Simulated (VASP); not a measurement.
# PtSe2 (Sudovikovite) (P-3m1) in VASP: a series of runs, part 2 of 3

VASP 6.6.1. Earlier steps stand in the parts before.

## Step 4: Single point, PBE+D3(BJ)

This run uses another cell than the first one, of 21.89 Å³/atom, 1.080 times its volume.

INCAR reads:

```
ALGO = Normal
EDIFF = 1E-6
ENCUT = 520
GGA = PE
ISIF = 2
ISMEAR = -1
IVDW = 12
LASPH = True
LCHARG = False
LREAL = False
LWAVE = False
NBANDS = 18
NELM = 80
PREC = Accurate
SIGMA = 0.15
```

KPOINTS reads:

```
k-points
0
Gamma
  9 9 6
```

POSCAR reads:

```
PtSe2
1.0
    3.8207702553      0.0000000000      0.0000000000
   -1.9103851276      3.3088855357      0.0000000000
    0.0000000000      0.0000000000      5.1935389452
Pt Se
1 2
Direct
    0.0000000000      0.0000000000      0.0000000000
    0.3333333333      0.6666666667      0.2500000000
    0.6666666667      0.3333333333      0.7500000000
```

Potentials or basis: VASP PAW PBE potentials, release 64 (Pt, Se).

On the command line:

```
$ cat potpaw_PBE.64/Pt/POTCAR potpaw_PBE.64/Se/POTCAR > POTCAR
$ mpirun -np 1 vasp_std > vasp.out
```

OUTCAR:

```text
EDIFF = 1E-6
   ENCUT = 520
   GGA = PE
   ISIF = 2
   ISMEAR = -1
   IVDW = 12
   LASPH = True
   LREAL = False
   NELM = 80
   PREC = Accurate
 IVDW          = 12

 ion  position               nearest neighbor table
   1  0.000  0.000  0.000-   2 2.56   3 2.56   3 2.56   2 2.56   3 2.56   2 2.56
   2  0.333  0.667  0.250-   1 2.56   1 2.56   1 2.56
   3  0.667  0.333  0.750-   1 2.56   1 2.56   1 2.56

  LATTYP: Found a hexagonal cell.
 ALAT       =     3.8207702553
 C/A-ratio  =     1.3592910848

  Lattice vectors:

 A1 = (   3.8207702553,   0.0000000000,   0.0000000000)
 A2 = (  -1.9103851276,   3.3088855357,   0.0000000000)
 A3 = (   0.0000000000,   0.0000000000,   5.1935389452)

Analysis of symmetry for initial positions (statically):
=====================================================================
 Subroutine PRICEL returns:
 Original cell was already a primitive cell.

 Routine SETGRP: Setting up the symmetry group for a
 hexagonal supercell.

 Subroutine GETGRP returns: Found 12 space group operations
 (whereof 12 operations were pure point group operations)
 out of a pool of 24 trial point group operations.

The static configuration has the point symmetry D_3d.

Analysis of symmetry for dynamics (positions and initial velocities):
=====================================================================
 Subroutine PRICEL returns:
 Original cell was already a primitive cell.

 Routine SETGRP: Setting up the symmetry group for a
 hexagonal supercell.

 Subroutine GETGRP returns: Found 12 space group operations
 (whereof 12 operations were pure point group operations)
 out of a pool of 24 trial point group operations.

The dynamic configuration has the point symmetry D_3d.

 Subroutine INISYM returns: Found 12 space group operations
 (whereof 12 operations are pure point group operations),
 and found     1 'primitive' translations

----------------------------------------------------------------------------------------

                                     Primitive cell

  volume of cell :      65.6593

  direct lattice vectors                    reciprocal lattice vectors
     3.820770255  0.000000000  0.000000000     0.261727331  0.151108279  0.000000000
    -1.910385128  3.308885536  0.000000000     0.000000000  0.302216559  0.000000000
     0.000000000  0.000000000  5.193538945     0.000000000  0.000000000  0.192546934

  length of vectors
     3.820770255  3.820771496  5.193538945     0.302216657  0.302216559  0.192546934

  position of ions in fractional coordinates (direct lattice)
     0.000000000  0.000000000  0.000000000
     0.333333333  0.666666667  0.250000000
     0.666666667  0.333333333  0.750000000

  ion indices of the primitive-cell ions
   primitive index   ion index
                 1           1
                 2           2
                 3           3

----------------------------------------------------------------------------------------

 KPOINTS: k-points

Automatic generation of k-mesh.
 Grid dimensions read from file:
 generate k-points for:    9    9    6

 Generating k-lattice:

  Cartesian coordinates                     Fractional coordinates (reciprocal lattice)
     0.029080815  0.016789809  0.000000000     0.111111111 -0.000000000  0.000000000
     0.000000000  0.033579618  0.000000000     0.000000000  0.111111111  0.000000000
     0.000000000  0.000000000  0.032091156     0.000000000  0.000000000  0.166666667

  Length of vectors
     0.033579629  0.033579618  0.032091156

  Shift w.r.t. Gamma in fractional coordinates (k-lattice)
     0.000000000  0.000000000  0.000000000

 Subroutine IBZKPT returns following result:
 ===========================================

 Found     62 irreducible k-points:

 Following reciprocal coordinates:
            Coordinates               Weight
  0.000000  0.000000  0.000000      1.000000
  0.111111  0.000000  0.000000      6.000000
  0.222222 -0.000000  0.000000      6.000000
  0.333333  0.000000  0.000000      6.000000
  0.444444 -0.000000  0.000000      6.000000
  0.111111  0.111111  0.000000      6.000000
[... 16 lines left out ...]
  0.222222  0.111111  0.166667     12.000000
 -0.111111  0.333333  0.166667     12.000000
 [... further k-points ...]
   k-points           NKPTS =     62   k-points in BZ     NKDIM =     62   number of bands    NBANDS=     18
   number of dos      NEDOS =    301   number of ions     NIONS =      3
   total plane-waves  NPLWV =  31360
   dimension x,y,z NGX =    28 NGY =   28 NGZ =   40
   dimension x,y,z NGXF=    56 NGYF=   56 NGZF=   80
   ions per type =               1   2
   NGX,Y,Z   is equivalent  to a cutoff of  12.18, 12.18, 12.80 a.u.
   NGXF,Y,Z  is equivalent  to a cutoff of  24.37, 24.37, 25.61 a.u.
 SYSTEM =  unknown system
   PREC   = accura    normal or accurate (medium, high low for compatibility)
   ISTART =      0    job   : 0-new  1-cont  2-samecut
   ICHARG =      2    charge: 1-file 2-atom 10-const
   ISPIN  =      1    spin polarized calculation?
   LNONCOLLINEAR =      F non collinear calculations
   LSORBIT =      F    spin-orbit coupling
   LASPH  =      T    aspherical Exc in radial PAW
   ENCUT  =  520.0 eV  38.22 Ry    6.18 a.u.   7.10  7.10  9.66*2*pi/ulx,y,z
   NELM   =     80;   NELMIN=  2; NELMDL= -5     # of ELM steps
   EDIFF  = 0.1E-05   stopping-criterion for ELM
   LREAL  =      F    real-space projection
   EDIFFG = 0.1E-04   stopping-criterion for IOM
   NSW    =      0    number of steps for IOM
   IBRION =     -1    ionic relax: 0-MD 1-quasi-New 2-CG
   NFREE  =      0    steps in history (QN), initial steepest desc. (CG)
   ISIF   =      2    stress and relaxation
   ISYM   =      2    0-nonsym 1-usesym 2-fastsym
   POTIM  = 0.5000    time-step for ionic-motion
   TEBEG  =    0.0;   TEEND  =   0.0 temperature during run
   PSTRESS=    0.0 pullay stress
   NELECT =      22.0000    total number of electrons
   NUPDOWN=      -1.0000    fix difference up-down
   EMIN   =  10.00;   EMAX   =-10.00  energy-range for DOS
   EFERMI =   0.00;   METHOD = LEGACY
   ISMEAR =    -1;   SIGMA  =   0.15  broadening in eV -4-tet -1-fermi 0-gaus
   EFERMI_NEDOS =   21; number of points for ismear=-14 and -15
   IALGO  =     38    algorithm
   IMIX   =      4    mixing-type and parameters
     AMIX     =   0.40;   BMIX     =  1.00
     AMIX_MAG =   1.60;   BMIX_MAG =  1.00
  volume/ion in A,a.u.               =      21.89       147.70
  Fermi-wavevector in a.u.,A,eV,Ry     =   1.137061  2.148733 17.591073  1.292907
  Thomas-Fermi vector in A             =   2.273766
   LORBIT       =      0    0 simple, 1 ext, 2 COOP (PROOUT), +10 PAW based schemes
   GGA     = PE    functional components
   LHFCALC =     F    Hartree Fock is set to
   AEXX    =    0.0000 exact exchange contribution
   IVDW    =    12    specifies the selected vdW correction
   LEPSILON=     F    determine dielectric tensor
   LRPA    =     F    only Hartree local field effects (RPA)
 non-spin polarized calculation
  energy-cutoff  :      520.00
  volume of cell :       65.66
 maximum number of plane-waves:      1788
   NGX = 15   NGY = 15   NGZ = 19

 number of electron      22.0000002 magnetization

 Free energy of the ion-electron system (eV)
  ---------------------------------------------------
  ext. energy  EPLUGINS =         0.00000000
  ---------------------------------------------------
  free energy    TOTEN  =       -14.27955374 eV

  energy without entropy =      -14.22322248  energy(sigma->0) =      -14.25138811

 E-fermi :   5.4214     XC(G=0): -10.2597

 val. band max:        5.2890949878   @ k =   0.0000   0.2222   0.1667
 cond. band min:       5.4860170814   @ k =   0.1111   0.0000   0.0000
 fundamental gap:      0.1969220937
 Fermi energy:         5.4214103109

 k-point     1 :       0.0000    0.0000    0.0000
  band No.  band energies     occupation
      1      -9.5388      2.00000
      2      -7.1537      2.00000
      3      -1.0343      2.00000
      4      -0.3515      2.00000
      5      -0.3515      2.00000
      6       1.9257      2.00000
[... 10 lines left out ...]
     17      12.8091      0.00000
     18      16.9547      0.00000
[... 463 lines left out ...]
 k-point    24 :      -0.1111    0.3333    0.1667
  band No.  band energies     occupation
      1      -8.7222      2.00000
      2      -7.4961      2.00000
      3      -0.5561      2.00000
      4      -0.0613      2.00000
      5       0.2840      2.00000
      6       0.7812      2.00000
[... 10 lines left out ...]
     17      13.2656      0.00000
     18      14.9609      0.00000

 [... further k-points ...]

------------------------ aborting loop because EDIFF is reached ----------------------------------------

 Edisp (eV)   -1.32281

 E8    (eV) :    -0.5681

  FORCE on cell =-STRESS in cart. coord.  units (eV):
  Direction    XX          YY          ZZ          XY          YZ          ZX
  --------------------------------------------------------------------------------------
  -------------------------------------------------------------------------------------
  Total      -2.35027    -2.35027    -1.92743    -0.00000     0.00000    -0.00000
  in kB     -57.34984   -57.34989   -47.03207    -0.00000     0.00000    -0.00000
  external pressure =      -53.91 kB  Pullay stress =        0.00 kB

 VOLUME and BASIS-vectors are now :
 -----------------------------------------------------------------------------
  energy-cutoff  :      520.00
  volume of cell :       65.66
      direct lattice vectors                 reciprocal lattice vectors
     3.820770255  0.000000000  0.000000000     0.261727331  0.151108279  0.000000000
    -1.910385128  3.308885536  0.000000000     0.000000000  0.302216559  0.000000000
     0.000000000  0.000000000  5.193538945     0.000000000  0.000000000  0.192546934

 POSITION                                       TOTAL-FORCE (eV/Angst)
 -----------------------------------------------------------------------------------
      0.00000      0.00000      0.00000         0.000000      0.000000      0.000000
     -0.00000      2.20592      1.29838         0.000000      0.000000     -0.249082
      1.91039      1.10296      3.89515        -0.000000     -0.000000      0.249082
 -----------------------------------------------------------------------------------
    total drift:                               -0.000000     -0.000000     -0.000000

  FREE ENERGIE OF THE ION-ELECTRON SYSTEM (eV)
  ---------------------------------------------------
  free  energy   TOTEN  =       -15.6023629609 eV

  energy  without entropy=      -15.5460316944  energy(sigma->0) =      -15.57419733
```

OSZICAR:

```text
N       E                     dE             d eps       ncg     rms          rms(c)
DAV:   1     0.110573634429E+03    0.11057E+03   -0.99623E+03  2240   0.107E+03
DAV:   2    -0.958541469880E+01   -0.12016E+03   -0.11613E+03  2758   0.208E+02
DAV:   3    -0.150013351924E+02   -0.54159E+01   -0.53573E+01  2646   0.440E+01
DAV:   4    -0.150473456171E+02   -0.46010E-01   -0.45983E-01  2794   0.443E+00
DAV:   5    -0.150478170272E+02   -0.47141E-03   -0.47139E-03  2718   0.440E-01    0.111E+01
DAV:   6    -0.145583182458E+02    0.48950E+00   -0.44309E+00  2336   0.189E+01    0.732E+00
DAV:   7    -0.142937591671E+02    0.26456E+00   -0.87425E-01  2304   0.913E+00    0.348E+00
DAV:   8    -0.142824264511E+02    0.11333E-01   -0.62768E-02  2464   0.156E+00    0.823E-01
DAV:   9    -0.142793987135E+02    0.30277E-02   -0.85247E-03  2530   0.898E-01    0.209E-01
DAV:  10    -0.142795503138E+02   -0.15160E-03   -0.15399E-03  2534   0.225E-01    0.396E-02
DAV:  11    -0.142795519165E+02   -0.16026E-05   -0.53201E-05  2974   0.609E-02    0.261E-02
DAV:  12    -0.142795536467E+02   -0.17303E-05   -0.84904E-06  2430   0.192E-02    0.639E-03
DAV:  13    -0.142795537440E+02   -0.97297E-07   -0.13360E-06  2252   0.655E-03
   1 F= -.15602363E+02 E0= -.15574197E+02  d E =-.563313E-01
```

stdout:

```text
POSCAR found type information on POSCAR PtSe
 POSCAR found :  2 types and       3 ions
 scaLAPACK will be used
 LDA part: xc-table for (Slater+PW92), standard interpolation
 POSCAR, INCAR and KPOINTS ok, starting setup
 FFT: planning ... GRIDC
 FFT: planning ... GRID_SOFT
 FFT: planning ... GRID
 WAVECAR not read
 entering main loop
```

Run time: 30 s. Hardware: 1 thread of Intel Xeon 6975P-C (Granite Rapids), shared host; peak memory 0.23 GiB.

Results:

```
Free energy                : -15.6024 eV
Pressure                   : -5.4 GPa
Largest force              : 0.249 eV/Å
Band gap on the k mesh     : zero (band 11 reaches 5.87 eV, above the bottom of band 12 at 5.53 eV)
Dispersion energy per atom : -0.441 eV
```

Forces in eV/Å, atoms in the order of the input:
```
Pt   0.000  0.000  0.000
Se   0.000  0.000 -0.249
Se   0.000  0.000  0.249
```

Caveat: three body term missing; spin-orbit coupling is left out, which moves the levels of the heavy elements; pairwise dispersion overbinds metals, which lowers pressure and volume.

(Part 2 of 3 ends here.)
